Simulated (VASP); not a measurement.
AgAu, 2 atoms in the cell. It takes space group R-3m (No. 166, trigonal). The conventional cell has a = 2.915 Å, b = 2.915 Å, c = 14.192 Å, α = 90.00°, β = 90.00°, γ = 120.00°. Within 3.8 Å of Ag (site symmetry -3m) lie 6 Au at 2.90 Å and 6 Ag at 2.92 Å. Au (site symmetry -3m) has 6 Ag at 2.90 Å and 6 Au at 2.92 Å within 3.8 Å. 

| Quantity | Value |
| --- | --- |
| Program | VASP 6.6.1 |
| Task | single point |
| Functional | LDA |
| Potentials or basis | VASP PAW LDA potentials, release 64 (Ag, Au) |
| Cutoff | 520 eV |
| k mesh | 11 × 11 × 11 |
| Occupations | methfessel-paxton, width 0.1 eV |
| Spin | no spin polarisation |
| Dipole correction | no |
| Further INCAR settings | ALGO = Normal; EDIFF = 1e-06; NBANDS = 18 |

Potentials or basis: VASP PAW LDA potentials, release 64 (Ag, Au).

Command:

```console
$ cat potpaw_LDA.64/Ag/POTCAR potpaw_LDA.64/Au/POTCAR > POTCAR
$ mpirun -np 1 vasp_std > vasp.out
```

Hardware: 1 thread of Intel(R) Xeon(R) 6975P-C (Granite Rapids), on a shared host.

Task: How long does it take, and how much memory?

Result: Run time: 61 s on 1 thread of Intel(R) Xeon(R) 6975P-C (Granite Rapids), with other jobs on the host, peak memory 0.27 GiB. Counts: scf iterations 11, k points 146.
